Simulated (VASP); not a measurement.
Wanted: the native input for a VASP 6.6.1 run.

```
Task                   : single point
Functional             : LDA
Potentials or basis    : VASP PAW LDA potentials, release 64 (Ru_sv)
Cutoff                 : 560 eV
k mesh                 : 17 × 17 × 17
Occupations            : fermi-dirac, width 0.1 eV
Spin                   : no spin polarisation
Dipole correction      : no
Further INCAR settings : ALGO = Normal; EDIFF = 1e-06; NBANDS = 14
```

The structure of Ru lies in POSCAR:

```
Ru
1.0
    2.4225397869      0.0000000000      0.0000000000
    0.0000000000      2.4225397869      0.0000000000
    0.0000000000      0.0000000000      2.4225397869
Ru
1
Direct
    0.0000000000      0.0000000000      0.0000000000
```

This isn't the form of Ru at room conditions, which is hcp.

One way to write it, as run:

INCAR

```
PREC     = Accurate       # precision mode
ENCUT    = 560            # plane-wave cutoff, eV
EDIFF    = 1E-6           # SCF threshold, eV
ISMEAR   = -1             # smearing method
SIGMA    = 0.1            # smearing width, eV
LREAL    = F              # projectors in reciprocal space
LASPH    = T              # aspherical terms in the spheres
NELM     = 120            # most SCF steps
ALGO     = Normal         # electronic algorithm
ISIF     = 2              # what is computed and relaxed
LWAVE    = F              # write WAVECAR
LCHARG   = F              # write CHGCAR
NBANDS   = 14             # bands
GGA_COMPAT= F
```

KPOINTS

```
Automatic mesh
0
Gamma
  17 17 17
```

Potentials or basis: VASP PAW LDA potentials, release 64 (Ru_sv).

Run with:

```console
$ cat potpaw_LDA.64/Ru_sv/POTCAR > POTCAR
$ mpirun -np 1 vasp_std > vasp.out
```

It gave:

```
Pressure               : 15.6 GPa
Band gap on the k mesh : zero (bands 8 and 9 overlap by 5.42 eV)
```

Caveat: the cell stands under pressure.

It took 17 s on 1 thread of Intel(R) Xeon(R) Platinum 8259CL CPU @ 2.50GHz (Skylake/Cascade Lake) (shared host), peak memory 0.14 GiB.
